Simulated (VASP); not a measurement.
## F: single point with BLYP

The system is F.

```xyz
4
Lattice="3.1210 -1.8488 0.0108 3.1210 1.8488 0.0108 -1.7139 0.0000 8.6524" Properties=species:S:1:pos:R:3 pbc="T T T"
F     1.5613    0.9407    0.7206
F     3.8238    0.9407    3.6271
F     2.9668   -0.9407    7.9533
F     0.7044   -0.9407    5.0468
```

| Item | Value |
| --- | --- |
| Program | VASP 6.6.1 |
| Task | single point |
| Functional | BLYP |
| Potentials or basis | VASP PAW PBE potentials, release 64 (F) |
| Cutoff | 520 eV |
| k mesh | 9 × 9 × 4 |
| Occupations | fermi-dirac, width 0.05 eV |
| Spin | no spin polarisation |
| Dipole correction | no |
| Further INCAR settings | ALGO = Normal; EDIFF = 1e-06; NBANDS = 22 |

```
Pressure               : 0.3 GPa
Largest force          : 0.412 eV/Å
Band gap on the k mesh : 2.94 eV
```

Forces on the atoms (eV/Å):
```
F    0.002  0.009  0.411
F   -0.002  0.009 -0.411
F   -0.002 -0.009 -0.411
F    0.002 -0.009  0.411
```

Stress tensor (GPa, compression positive):
```
-0.27  0.00  0.01
 0.00 -0.28  0.00
 0.01  0.00  1.50
```

Levels at points of the mesh, in eV from the valence-band top:
| k point | band 10 | band 11 | band 12 | band 13 | band 14 | band 15 | band 16 | band 17 | band 18 | band 19 |
| --- | --- | --- | --- | --- | --- | --- | --- | --- | --- | --- |
| (0.00, 0.00, 0.00) | -3.12 | -0.05 | -0.03 | 0.00 | 0.00 | 2.94 | 3.46 | 8.31 | 10.11 | 10.46 |
| (0.00, 0.00, 0.50) | -3.13 | -0.02 | -0.02 | -0.01 | -0.01 | 3.19 | 3.19 | 8.88 | 8.88 | 12.37 |

It took 4.5 min on 1 thread of Oxide Virtual Turin-like Processor, with other jobs on the host, peak memory 0.26 GiB.

Caveat: the PAW data sets were made with another functional, which shifts forces and pressure a little. A k mesh can miss the band edges.
